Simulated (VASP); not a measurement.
Runs of VASP 6.6.1 on BaS. The structure is that of space group F-43m (No. 216), or close to it. The cells are those of the table. 

| cell | k mesh | smearing | gap on the mesh (eV) | pressure (GPa) |
| --- | --- | --- | --- | --- |
| a = 4.845 Å, angles 60.0°, 2 atoms | 4 × 4 × 4 | gaussian 0.05 eV | 2.88 | 3.1 |
| a = 4.879 Å, angles 60.0°, 2 atoms | 4 × 4 × 4 | gaussian 0.05 eV | 2.85 | 2.3 |
| a = 4.869 Å, angles 60.0°, 2 atoms | 6 × 6 × 6 | gaussian 0.02 eV | 2.86 | (c) |
| a = 4.978 Å, angles 60.0°, 2 atoms | 4 × 4 × 4 | gaussian 0.05 eV | (a) | (b) |

Alike in all rows: task single point; level PBE; potentials or basis VASP PAW PBE potentials, release 64 (Ba_sv, S); no spin polarisation; cutoff (eV) 500.

Problem. Fill in the values left out.

Solution. (a) 2.76; (b) 0.4; (c) 2.6.

Caveats: spin-orbit coupling is left out, which moves the levels of the heavy elements.

A k mesh can miss the band edges, and the runs leave out spin-orbit coupling on Ba.
